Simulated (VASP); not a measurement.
A run of VASP 6.6.1 is set up as follows.

File INCAR:

```
SYSTEM = CaO
PREC = Accurate
ENCUT = 1340
EDIFF = 1E-6
ISMEAR = 0
SIGMA = 0.01
LREAL = .False.
LASPH = .True.
NELM = 120
ALGO = Normal
ISIF = 2
LWAVE = .False.
LCHARG = .False.
NBANDS = 15
GGA_COMPAT = .False.
```

File KPOINTS:

```
Automatic mesh
0
Gamma
  8 8 8
  0 0 0
```

Contents of POSCAR:

```
CaO
1.0
    2.3019540576      2.3019540576      0.0000000000
   -2.3019540576      2.3019540576      0.0000000000
    0.0000000000      2.3019540576      2.3019540576
Ca O
1 1
Direct
    0.0000000000      0.0000000000      0.0000000000
    0.5000000000      0.5000000000      0.0000000000
```

Potentials or basis: VASP PAW LDA potentials, release 64 (Ca_sv, O_h).

Launch:

```sh
$ cat potpaw_LDA.64/Ca_sv/POTCAR potpaw_LDA.64/O_h/POTCAR > POTCAR
$ mpirun -np 1 vasp_std > vasp.out
```

Estimate the pressure.

11.2 GPa.

Estimate the band gap on the k mesh.

3.36 eV (least direct gap 3.68 eV).

Caveat: the cell stands under pressure. A k mesh can miss the band edges.
